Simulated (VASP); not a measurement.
# Cs (P6_3/mmc) in VASP: notebook

Runs on Cs. Level: PBEsol. Tasks: single point, relaxation of cell and atoms.

All numbers are computed with VASP 6.6.1; they aren't measurements. Logs are shortened: lines on timing, memory, paths and dates and some standing lists are left out, and cuts for length are marked.

## (1) The cell of the first run

Symmetry: P6_3/mmc, No. 194, hexagonal system. Conventional cell: a = 5.339 Å, b = 5.339 Å, c = 8.843 Å, α = 90.00°, β = 90.00°, γ = 120.00°.

This isn't the form of Cs at room conditions, which is bcc.

## (2) Single point, PBEsol

Contents of INCAR:

```
SYSTEM = Cs
  PREC = Accurate
  ENCUT = 520
  EDIFF = 1E-6
  ISMEAR = 0
  SIGMA = 0.1
  LREAL = .FALSE.
  LASPH = .TRUE.
  NELM = 100
  ALGO = Normal
  ISIF = 2
  LWAVE = .FALSE.
  LCHARG = .FALSE.
  GGA = PS
  NBANDS = 16
```

Contents of KPOINTS:

```
regular mesh
0
G
  9 9 6
  0 0 0
```

Contents of POSCAR:

```
Cs
1.0
    5.3387975146      0.0000000000      0.0000000000
   -2.6693987573      4.6235342733      0.0000000000
    0.0000000000      0.0000000000      8.8428376252
Cs
2
Direct
    0.3333333333      0.6666666667      0.2500000000
    0.6666666667      0.3333333333      0.7500000000
```

Potentials or basis: VASP PAW PBE potentials, release 64 (Cs_sv).

On the command line:

```
$ cat potpaw_PBE.64/Cs_sv/POTCAR > POTCAR
$ mpirun -np 1 vasp_std > vasp.out
```

OUTCAR:

```text
SYSTEM = Cs
   PREC = Accurate
   ENCUT = 520
   EDIFF = 1E-6
   ISMEAR = 0
   LREAL = .FALSE.
   LASPH = .TRUE.
   NELM = 100
   ISIF = 2
   GGA = PS

 ion  position               nearest neighbor table
   1  0.333  0.667  0.250-
   2  0.667  0.333  0.750-

  LATTYP: Found a hexagonal cell.
 ALAT       =     5.3387975146
 C/A-ratio  =     1.6563350831

  Lattice vectors:

 A1 = (   5.3387975146,   0.0000000000,   0.0000000000)
 A2 = (  -2.6693987573,   4.6235342733,   0.0000000000)
 A3 = (   0.0000000000,   0.0000000000,   8.8428376252)

Analysis of symmetry for initial positions (statically):
=====================================================================
 Subroutine PRICEL returns:
 Original cell was already a primitive cell.

 Routine SETGRP: Setting up the symmetry group for a
 hexagonal supercell.

 Subroutine GETGRP returns: Found 24 space group operations
 (whereof 12 operations were pure point group operations)
 out of a pool of 24 trial point group operations.

The static configuration has the point symmetry D_3d.
 The point group associated with its full space group is D_6h.

Analysis of symmetry for dynamics (positions and initial velocities):
=====================================================================
 Subroutine PRICEL returns:
 Original cell was already a primitive cell.

 Routine SETGRP: Setting up the symmetry group for a
 hexagonal supercell.

 Subroutine GETGRP returns: Found 24 space group operations
 (whereof 12 operations were pure point group operations)
 out of a pool of 24 trial point group operations.

The dynamic configuration has the point symmetry D_3d.
 The point group associated with its full space group is D_6h.

 Subroutine INISYM returns: Found 24 space group operations
 (whereof 12 operations are pure point group operations),
 and found     1 'primitive' translations

----------------------------------------------------------------------------------------

                                     Primitive cell

  volume of cell :     218.2776

  direct lattice vectors                    reciprocal lattice vectors
     5.338797515  0.000000000  0.000000000     0.187308096  0.108142380  0.000000000
    -2.669398757  4.623534273  0.000000000     0.000000000  0.216284760  0.000000000
     0.000000000  0.000000000  8.842837625     0.000000000  0.000000000  0.113085872

  length of vectors
     5.338797515  5.338797515  8.842837625     0.216284760  0.216284760  0.113085872

  position of ions in fractional coordinates (direct lattice)
     0.333333333  0.666666667  0.250000000
     0.666666667  0.333333333  0.750000000

  ion indices of the primitive-cell ions
   primitive index   ion index
                 1           1
                 2           2

----------------------------------------------------------------------------------------

 KPOINTS: regular mesh

Automatic generation of k-mesh.
 Grid dimensions read from file:
 generate k-points for:    9    9    6

 Generating k-lattice:

  Cartesian coordinates                     Fractional coordinates (reciprocal lattice)
     0.020812011  0.012015820  0.000000000     0.111111111  0.000000000  0.000000000
     0.000000000  0.024031640  0.000000000     0.000000000  0.111111111  0.000000000
     0.000000000  0.000000000  0.018847645     0.000000000  0.000000000  0.166666667

  Length of vectors
     0.024031640  0.024031640  0.018847645

  Shift w.r.t. Gamma in fractional coordinates (k-lattice)
     0.000000000  0.000000000  0.000000000

 Subroutine IBZKPT returns following result:
 ===========================================

 Found     48 irreducible k-points:

 Following reciprocal coordinates:
            Coordinates               Weight
  0.000000  0.000000  0.000000      1.000000
  0.111111  0.000000  0.000000      6.000000
  0.222222  0.000000  0.000000      6.000000
  0.333333  0.000000  0.000000      6.000000
  0.444444  0.000000  0.000000      6.000000
  0.111111  0.111111  0.000000      6.000000
[... 16 lines left out ...]
  0.333333  0.222222  0.166667     24.000000
  0.333333  0.333333  0.166667      4.000000
 [... further k-points ...]
   k-points           NKPTS =     48   k-points in BZ     NKDIM =     48   number of bands    NBANDS=     16
   number of dos      NEDOS =    301   number of ions     NIONS =      2
   total plane-waves  NPLWV = 112000
   dimension x,y,z NGX =    40 NGY =   40 NGZ =   70
   dimension x,y,z NGXF=    80 NGYF=   80 NGZF=  140
   ions per type =               2
   NGX,Y,Z   is equivalent  to a cutoff of  12.46, 12.46, 13.16 a.u.
   NGXF,Y,Z  is equivalent  to a cutoff of  24.91, 24.91, 26.32 a.u.
 SYSTEM =  Cs
   PREC   = accura    normal or accurate (medium, high low for compatibility)
   ISTART =      0    job   : 0-new  1-cont  2-samecut
   ICHARG =      2    charge: 1-file 2-atom 10-const
   ISPIN  =      1    spin polarized calculation?
   LNONCOLLINEAR =      F non collinear calculations
   LSORBIT =      F    spin-orbit coupling
   LASPH  =      T    aspherical Exc in radial PAW
   ENCUT  =  520.0 eV  38.22 Ry    6.18 a.u.   9.93  9.93 16.44*2*pi/ulx,y,z
   NELM   =    100;   NELMIN=  2; NELMDL= -5     # of ELM steps
   EDIFF  = 0.1E-05   stopping-criterion for ELM
   LREAL  =      F    real-space projection
   EDIFFG = 0.1E-04   stopping-criterion for IOM
   NSW    =      0    number of steps for IOM
   IBRION =     -1    ionic relax: 0-MD 1-quasi-New 2-CG
   NFREE  =      0    steps in history (QN), initial steepest desc. (CG)
   ISIF   =      2    stress and relaxation
   ISYM   =      2    0-nonsym 1-usesym 2-fastsym
   POTIM  = 0.5000    time-step for ionic-motion
   TEBEG  =    0.0;   TEEND  =   0.0 temperature during run
   PSTRESS=    0.0 pullay stress
   NELECT =      18.0000    total number of electrons
   NUPDOWN=      -1.0000    fix difference up-down
   EMIN   =  10.00;   EMAX   =-10.00  energy-range for DOS
   EFERMI =   0.00;   METHOD = LEGACY
   ISMEAR =     0;   SIGMA  =   0.10  broadening in eV -4-tet -1-fermi 0-gaus
   EFERMI_NEDOS =   21; number of points for ismear=-14 and -15
   IALGO  =     38    algorithm
   IMIX   =      4    mixing-type and parameters
     AMIX     =   0.40;   BMIX     =  1.00
     AMIX_MAG =   1.60;   BMIX_MAG =  1.00
  volume/ion in A,a.u.               =     109.14       736.50
  Fermi-wavevector in a.u.,A,eV,Ry     =   0.712573  1.346567  6.908495  0.507760
  Thomas-Fermi vector in A             =   1.799984
   LORBIT       =      0    0 simple, 1 ext, 2 COOP (PROOUT), +10 PAW based schemes
   GGA     = PS    functional components
   LHFCALC =     F    Hartree Fock is set to
   AEXX    =    0.0000 exact exchange contribution
   IVDW    =     0    specifies the selected vdW correction
   LEPSILON=     F    determine dielectric tensor
   LRPA    =     F    only Hartree local field effects (RPA)
 non-spin polarized calculation
 Gauss-broadening in eV      SIGMA  =   0.10
  energy-cutoff  :      520.00
  volume of cell :      218.28
 maximum number of plane-waves:      5906
 NGX is ok and might be reduce to    40
   NGX = 19   NGY = 19   NGZ = 33

 number of electron      18.0000000 magnetization

 Free energy of the ion-electron system (eV)
  ---------------------------------------------------
  ext. energy  EPLUGINS =         0.00000000
  ---------------------------------------------------
  free energy    TOTEN  =        -1.89267607 eV

  energy without entropy =       -1.87923461  energy(sigma->0) =       -1.88595534

 E-fermi :   0.5163     XC(G=0):  -5.6139

 val. band max:        0.5093450175   @ k =   0.3333   0.1111   0.5000
 cond. band min:       0.5399650483   @ k =   0.1111   0.1111   0.1667
 fundamental gap:      0.0306200309
 Fermi energy:         0.5163325985

 k-point     1 :       0.0000    0.0000    0.0000
  band No.  band energies     occupation
      1     -23.3077      2.00000
      2     -23.3005      2.00000
      3     -10.1805      2.00000
      4     -10.0397      2.00000
      5     -10.0397      2.00000
      6     -10.0221      2.00000
[... 8 lines left out ...]
     15       3.2620      0.00000
     16       3.2620      0.00000

 k-point     2 :       0.1111    0.0000    0.0000
  band No.  band energies     occupation
      1     -23.3069      2.00000
      2     -23.3000      2.00000
      3     -10.1741      2.00000
      4     -10.0551      2.00000
      5     -10.0444      2.00000
      6     -10.0352      2.00000
[... 8 lines left out ...]
     15       3.1335      0.00000
     16       3.3887      0.00000

 k-point     3 :       0.2222    0.0000    0.0000
  band No.  band energies     occupation
      1     -23.3047      2.00000
      2     -23.2989      2.00000
      3     -10.1566      2.00000
      4     -10.0944      2.00000
      5     -10.0744      2.00000
      6     -10.0560      2.00000
[... 8 lines left out ...]
     15       3.2432      0.00000
     16       3.3921      0.00000

 k-point     4 :       0.3333    0.0000    0.0000
  band No.  band energies     occupation
      1     -23.3020      2.00000
      2     -23.2978      2.00000
      3     -10.1391      2.00000
      4     -10.1330      2.00000
      5     -10.1171      2.00000
      6     -10.0686      2.00000
[... 8 lines left out ...]
     15       3.0130      0.00000
     16       3.7868      0.00000
[... 324 lines left out ...]
 k-point    22 :       0.2222    0.2222    0.1667
  band No.  band energies     occupation
      1     -23.3005      2.00000
      2     -23.2977      2.00000
      3     -10.1433      2.00000
      4     -10.1381      2.00000
      5     -10.1024      2.00000
      6     -10.0858      2.00000
[... 8 lines left out ...]
     15       2.4677      0.00000
     16       3.7929      0.00000

 k-point    23 :       0.3333    0.2222    0.1667
  band No.  band energies     occupation
      1     -23.2989      2.00000
      2     -23.2975      2.00000
      3     -10.1549      2.00000
      4     -10.1398      2.00000
      5     -10.1090      2.00000
      6     -10.0879      2.00000
[... 8 lines left out ...]
     15       2.6338      0.00000
     16       3.7088      0.00000

 k-point    24 :       0.3333    0.3333    0.1667
  band No.  band energies     occupation
      1     -23.2979      2.00000
      2     -23.2979      2.00000
      3     -10.1400      2.00000
      4     -10.1310      2.00000
      5     -10.1310      2.00000
      6     -10.1004      2.00000
[... 8 lines left out ...]
     15       2.7567      0.00000
     16       3.7836      0.00000

 [... further k-points ...]
[... 5 lines left out ...]
  --------------------------------------------------------------------------------------
  -------------------------------------------------------------------------------------
  Total       -0.0135714     -0.0135714     -0.0297475     -0.0000000      0.0000000      0.0000000
  in kB       -0.0996151     -0.0996151     -0.2183491     -0.0000000      0.0000000      0.0000000
  external PRESSURE =      -0.1391931 kB  Pullay stress =       0.0000000 kB

 VOLUME and BASIS-vectors are now :
 -----------------------------------------------------------------------------
  energy-cutoff  :      520.00
  volume of cell :      218.28
      direct lattice vectors                 reciprocal lattice vectors
     5.338797515  0.000000000  0.000000000     0.187308096  0.108142380  0.000000000
    -2.669398757  4.623534273  0.000000000     0.000000000  0.216284760  0.000000000
     0.000000000  0.000000000  8.842837625     0.000000000  0.000000000  0.113085872

 POSITION                                       TOTAL-FORCE (eV/Angst)
 -----------------------------------------------------------------------------------
     -0.00000      3.08236      2.21071         0.000000     -0.000000      0.000000
      2.66940      1.54118      6.63213        -0.000000      0.000000      0.000000
 -----------------------------------------------------------------------------------
    total drift:                               -0.000000      0.000000     -0.000000

  FREE ENERGIE OF THE ION-ELECTRON SYSTEM (eV)
  ---------------------------------------------------
  free  energy   TOTEN  =        -1.8926760687 eV

  energy  without entropy=       -1.8792346124  energy(sigma->0) =       -1.88595534
```

Wall time 44 s (1 thread of Intel Xeon 6975P-C (Granite Rapids), shared host); peak memory 0.38 GiB.

What came out:

- Free energy: -1.8927 eV
- Pressure: 0.0 GPa
- Band gap on the k mesh: zero (bands 9 and 10 overlap by 1.91 eV)

Levels at points of the mesh, in eV from the Fermi level:
```csv
k point,band 6,band 7,band 8,band 9,band 10,band 11,band 12,band 13
"(0.00, 0.00, 0.00)",-10.54,-10.54,-10.54,-1.75,-0.09,0.77,2.38,2.43
"(0.00, 0.00, 0.50)",-10.55,-10.55,-10.55,-1.12,-1.12,1.60,1.60,2.44
```

Caveat: the PAW data sets were made with another functional, which shifts forces and pressure a little; spin-orbit coupling is left out, which moves the levels of the heavy elements.

## (3) Relaxation of cell and atoms, PBEsol

This run uses another cell than the first one, of 124.22 Å³/atom.

Contents of INCAR:

```
SYSTEM = Cs
PREC = Accurate ; ENCUT = 600
EDIFF = 1E-6 ; ISMEAR = 0
SIGMA = 0.1 ; LREAL = .FALSE.
LASPH = .TRUE. ; NELM = 100
ALGO = Normal ; ISIF = 3
LWAVE = .FALSE. ; LCHARG = .FALSE.
GGA = PS ; IBRION = 2
NSW = 100 ; EDIFFG = -0.005
```

KPOINTS is that of step 2.

Contents of POSCAR:

```
Cs
1.0
    5.5663060538      0.0000000000      0.0000000000
   -2.7831530269      4.8205624479      0.0000000000
    0.0000000000      0.0000000000      9.2584789600
Cs
2
Direct
    0.3333333300      0.6666666700      0.2500000000
    0.6666666700      0.3333333300      0.7500000000
```

Potentials or basis: VASP PAW PBE potentials, release 64 (Cs_sv).

On the command line:

```
$ cat potpaw_PBE.64/Cs_sv/POTCAR > POTCAR
$ mpirun -np 1 vasp_std > vasp.out
```

Run time: 4.6 min. Hardware: 1 thread of Intel Xeon 6975P-C (Granite Rapids), shared host; peak memory 0.55 GiB.

It converged, with:

| Item | Value |
| --- | --- |
| Free energy | -1.8935 eV |
| Relaxed volume | 108.75 Å³/atom |
| Relaxed cell | a = 5.337 Å, b = 5.337 Å, c = 8.817 Å, α = 90.00°, β = 90.00°, γ = 120.00° |
| Space group after relaxing (to 0.1 Å) | P6_3/mmc (No. 194) |
| Energy gained by relaxing | 11.6 meV/atom |
| Ionic steps | 7 |
| Pressure after relaxing | 0.0 GPa |
| Band gap on the k mesh | zero (bands 9 and 10 overlap by 1.91 eV) |

The path:
| step | energy change (eV) | largest force (eV/Å) | pressure (GPa) | volume (Å³) |
| --- | --- | --- | --- | --- |
| 1 | 0.0000 | 0.0000 | -0.22 | 248.43 |
| 2 | -0.0078 | 0.0000 | -0.19 | 242.27 |
| 3 | -0.0219 | 0.0000 | -0.06 | 224.39 |
| 4 | -0.0232 | 0.0000 | 0.01 | 216.75 |
| 5 | -0.0232 | 0.0000 | 0.00 | 217.52 |
| 6 | -0.0232 | 0.0000 | 0.00 | 217.51 |
| 7 | -0.0232 | 0.0000 | 0.00 | 217.51 |

Final structure:
```
Cs
1.0
     5.33715    0.00000    0.00000
    -2.66858    4.62211    0.00000
     0.00000    0.00000    8.81711
Cs
2
Direct
  0.33333 0.66667 0.25000
  0.66667 0.33333 0.75000
```

Levels at points of the mesh, in eV from the Fermi level:
| k point | band 5 | band 6 | band 7 | band 8 | band 9 | band 10 | band 11 | band 12 | band 13 |
| --- | --- | --- | --- | --- | --- | --- | --- | --- | --- |
| (0.00, 0.00, 0.00) | -10.55 | -10.54 | -10.53 | -10.53 | -1.76 | -0.09 | 0.78 | 2.40 | 2.42 |
| (0.00, 0.00, 0.50) | -10.54 | -10.54 | -10.54 | -10.54 | -1.12 | -1.12 | 1.61 | 1.61 | 2.44 |

Caveat: the PAW data sets were made with another functional, which shifts forces and pressure a little; spin-orbit coupling is left out, which moves the levels of the heavy elements.

## (4) Single point, PBEsol

Contents of INCAR:

```
PREC = Accurate
ENCUT = 520
EDIFF = 1E-6
ISMEAR = 0
SIGMA = 0.15
LREAL = False
LASPH = True
NELM = 100
ALGO = Normal
ISIF = 2
LWAVE = False
LCHARG = True
GGA = PS
LELF = True
LVHAR = True
NBANDS = 16
```

Contents of KPOINTS:

```
regular mesh
0
Gamma
  12 12 6
```

Contents of POSCAR:

```
Cs
1.0
    5.3387975146      0.0000000000      0.0000000000
   -2.6693987573      4.6235342733      0.0000000000
    0.0000000000      0.0000000000      8.8428376252
Cs
2
Direct
    0.3333333333      0.6666666667      0.2500000000
    0.6666666667      0.3333333333      0.7500000000
```

On the command line:

```
$ cat potpaw_PBE.64/Cs_sv/POTCAR > POTCAR
$ mpirun -np 1 vasp_std > vasp.out
```

Wall time 90 s (1 thread of Intel Xeon 6975P-C (Granite Rapids), shared host); peak memory 0.44 GiB.

It converged, with:

- Free energy: -1.8994 eV
- Pressure: 0.0 GPa
- Band gap on the k mesh: zero (bands 9 and 10 overlap by 1.91 eV)

Levels at points of the mesh, in eV from the Fermi level:
| k point | band 6 | band 7 | band 8 | band 9 | band 10 | band 11 | band 12 | band 13 |
| --- | --- | --- | --- | --- | --- | --- | --- | --- |
| (0.00, 0.00, 0.00) | -10.52 | -10.52 | -10.52 | -1.73 | -0.08 | 0.78 | 2.40 | 2.45 |
| (0.50, 0.00, 0.00) | -10.58 | -10.55 | -10.54 | -0.01 | 0.36 | 0.75 | 0.99 | 1.66 |
| (0.00, 0.00, 0.50) | -10.53 | -10.53 | -10.53 | -1.10 | -1.10 | 1.62 | 1.62 | 2.46 |
| (0.50, 0.00, 0.50) | -10.56 | -10.56 | -10.56 | 0.15 | 0.15 | 0.97 | 0.97 | 1.68 |

Caveat: the PAW data sets were made with another functional, which shifts forces and pressure a little; spin-orbit coupling is left out, which moves the levels of the heavy elements.

## (5) Summary

```tsv
task	cell	k mesh	cutoff (eV)	smearing	gap on the mesh (eV)	pressure (GPa)
single point	a = 5.339, b = 5.339, c = 8.843 Å, angles 90.0, 90.0, 120.0°, 2 atoms	9 × 9 × 6	520	gaussian 0.1 eV	none	0.0
relaxation of cell and atoms	relaxed from a = 5.566, b = 5.566, c = 9.258 Å, angles 90.0, 90.0, 120.0°, 2 atoms	9 × 9 × 6	600	gaussian 0.1 eV	none	0.0
single point	a = 5.339, b = 5.339, c = 8.843 Å, angles 90.0, 90.0, 120.0°, 2 atoms	12 × 12 × 6	520	gaussian 0.15 eV	none	0.0
```

Alike in all rows: level PBEsol; potentials or basis VASP PAW PBE potentials, release 64 (Cs_sv); no spin polarisation.

Caveats: the PAW data sets were made with another functional, which shifts forces and pressure a little; spin-orbit coupling is left out, which moves the levels of the heavy elements.

Total energies depend on the potentials used, so only differences within one code and one set of settings carry meaning.

The gap in the log of VASP goes by the Fermi energy; the results here count the filled bands.